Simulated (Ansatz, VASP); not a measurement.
## One calculation of BeHN2, two programs

```
CELL_PARAMETERS angstrom
2.57250 0.00000 0.00000
0.00000 2.57250 0.00000
0.00000 0.00000 3.58380
ATOMIC_POSITIONS crystal
Be 0.50000 0.50000 0.50000
H 0.00000 0.00000 0.00000
N 0.00000 0.00000 0.50000
N 0.50000 0.50000 0.00000
```

Change from the starting cell: species swapped into the HfZrC2 type (P4/mmm, No. 123).

Alike in both runs: functional PBE; k mesh 18 × 18 × 14; occupations gaussian, width 0.1 eV; no spin polarisation.

Ansatz relaxed the structure, and its values are those at the end. VASP's run is a single point on that final structure, the one shown.

|  | VASP | Ansatz |
| --- | --- | --- |
| version | VASP 6.6.1 | Ansatz 0.2.0 |
| potentials or method | VASP PAW PBE potentials, release 64 (Be, H, N), cutoff 520 eV | scalar-relativistic, plane waves, PAW |
| valence electrons in the cell | 13 | 13 |

|  | VASP | Ansatz | Ansatz less VASP |
| --- | --- | --- | --- |
| gap on the k mesh at the Fermi level (eV) | none | none | - |
| pressure (GPa) | 0.0 | 0.0 | 0.00 |

A gap of «none» marks a metal or a gap that the smearing closes. With one functional, cell and mesh, what is left measures potentials, basis and numerics.
